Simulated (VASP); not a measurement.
A run of VASP 6.6.1 is set up as follows.

File INCAR:

```
PREC = Accurate
ENCUT = 520
EDIFF = 1E-6
ISMEAR = 0
SIGMA = 0.05
LREAL = False
LASPH = True
NELM = 150
ALGO = Normal
ISIF = 2
LWAVE = False
LCHARG = False
ISPIN = 2
MAGMOM = 0 1.64 1.64 1.64
LORBIT = 11
LMAXMIX = 4
GGA = PE
NBANDS = 30
```

File KPOINTS:

```
Automatic mesh
0
Gamma
  8 8 8
```

File POSCAR:

```
SrCo3
1.0
    3.9319794247      0.0000000000      0.0000000000
    0.0000000000      3.9319794247      0.0000000000
    0.0000000000      0.0000000000      3.9319794247
Sr Co
1 3
Direct
    0.0000000000      0.0000000000      0.0000000000
    0.0000000000      0.5000000000      0.5000000000
    0.5000000000      0.5000000000      0.0000000000
    0.5000000000      0.0000000000      0.5000000000
```

Potentials or basis: VASP PAW PBE potentials, release 64 (Sr_sv, Co).

The run is started by

```console
$ cat potpaw_PBE.64/Sr_sv/POTCAR potpaw_PBE.64/Co/POTCAR > POTCAR
$ mpirun -np 1 vasp_std > vasp.out
```

(1) What does it give for the site moments?

(2) Estimate the net moment.

Results:

(1) Sr -0.12; Co +1.46 μB.

(2) 4.08 μB per cell.
